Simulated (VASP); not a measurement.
Write the native input for VASP 6.6.1 that does the following.

- Task: single point
- Functional: PBE
- Potentials or basis: VASP PAW PBE potentials, release 64 (Nd_3, Sc_sv, Cl), 4f in core
- Cutoff: 500 eV
- k mesh: 6 × 6 × 2
- Occupations: gaussian, width 0.1 eV
- Spin: no spin polarisation
- Dipole correction: no
- Mended: yes
- Further INCAR settings: ALGO = Normal; EDIFF = 1e-06; NBANDS = 32

The structure of Nd2ScCl2 lies in POSCAR:

```
Nd2ScCl2
1.0
    4.6093740200      0.0000000000      0.0000000000
   -2.3046870100      3.9918350000      0.0000000000
    0.0000000000      0.0000000000      7.8258138300
Nd Sc Cl
2 1 2
Direct
    0.3333333300      0.6666666700      0.6200000000
    0.6666666700      0.3333333300      0.3800000000
    0.0000000000      0.0000000000      0.0000000000
    0.3333333300      0.6666666700      0.2599999900
    0.6666666700      0.3333333300      0.7400000100
```

The cell was built from a structure type or drawn by symmetry, and may not be a known phase.

The input as run:

INCAR

```
PREC     = Accurate       # precision mode
ENCUT    = 500            # plane-wave cutoff, eV
EDIFF    = 1E-6           # SCF threshold, eV
ISMEAR   = 0              # smearing method
SIGMA    = 0.1            # smearing width, eV
LREAL    = F              # projectors in reciprocal space
LASPH    = T              # aspherical terms in the spheres
NELM     = 200            # most SCF steps
ALGO     = Normal         # electronic algorithm
ISIF     = 2              # what is computed and relaxed
LWAVE    = F              # write WAVECAR
LCHARG   = T              # write CHGCAR
GGA      = PE             # functional
LELF     = T              # ELF
LVHAR    = T            
NBANDS   = 32             # bands
GGA_COMPAT= F            
LMAXMIX  = 6              # l up to which the mixer works
```

KPOINTS

```
Automatic mesh
0
Gamma
  6 6 2
```

Potentials or basis: VASP PAW PBE potentials, release 64 (Nd_3, Sc_sv, Cl), 4f in core.

Command:

```sh
$ cat potpaw_PBE.64/Nd_3/POTCAR potpaw_PBE.64/Sc_sv/POTCAR potpaw_PBE.64/Cl/POTCAR > POTCAR
$ mpirun -np 1 vasp_std > vasp.out
```

It gave:

```
Pressure               : 0.7 GPa
Largest force          : 2.153 eV/Å
Band gap on the k mesh : zero (an odd number of electrons rules out a gap without spin polarisation)
```

Caveat: the k points lie up to 0.40 Å⁻¹ apart, too coarse for converged energies and pressures of a metal; spin-orbit coupling is left out, which moves the levels of the heavy elements; the 4f electrons are frozen in the core, so they carry no moment and show no levels; an odd number of electrons without spin polarisation forces a metal; a magnetic or distorted state may lie lower; the run has no spin polarisation, though such a crystal can be magnetic.

It took 52 s on 1 thread of AMD EPYC 9R45 96-Core Processor (Zen 5), on a shared host, peak memory 0.25 GiB.
